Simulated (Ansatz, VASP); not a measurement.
# Ni in VASP and in Ansatz

```
Ni
1.0
     0.00000    1.73757    1.72020
     1.73757    0.00000    1.72020
     1.73757    1.73757    0.00000
Ni
1
Cartesian
  0.0000 0.0000 0.0000
```

Alike in both runs: functional PBE; k mesh 11 × 11 × 11; occupations fermi-dirac, width 0.05 eV; collinear spin.

|  | VASP | Ansatz |
| --- | --- | --- |
| version | VASP 6.6.1 | Ansatz 0.2.0 |
| potentials or method | VASP PAW PBE potentials, release 64 (Ni) | Ansatz PAW |
| plane-wave cutoff (eV) | 520 | 420 |
| valence electrons in the cell | 10 | 18 |
| task | single point | band structure |

|  | VASP | Ansatz | Ansatz less VASP |
| --- | --- | --- | --- |
| gap on the k mesh at the Fermi level (eV) | none | none | - |
| pressure (GPa) | 10.0 | 10.2 | +0.22 |
| traceless stress, the component that is largest in VASP (GPa) | 0.94 | 0.97 | +0.035 |
| net moment per atom (μB) | 0.57 | 0.58 | +0.003 |
| size of the moment on the site where the two differ most (μB) | 0.58 | 0.61 | +0.033 |

Site moments also hang on the region over which each program counts them. A gap of «none» marks a metal or a gap that the smearing closes. VASP's potentials hold 10 valence electrons a cell and Ansatz's 18, so a difference there can come from the potentials and not from the codes.
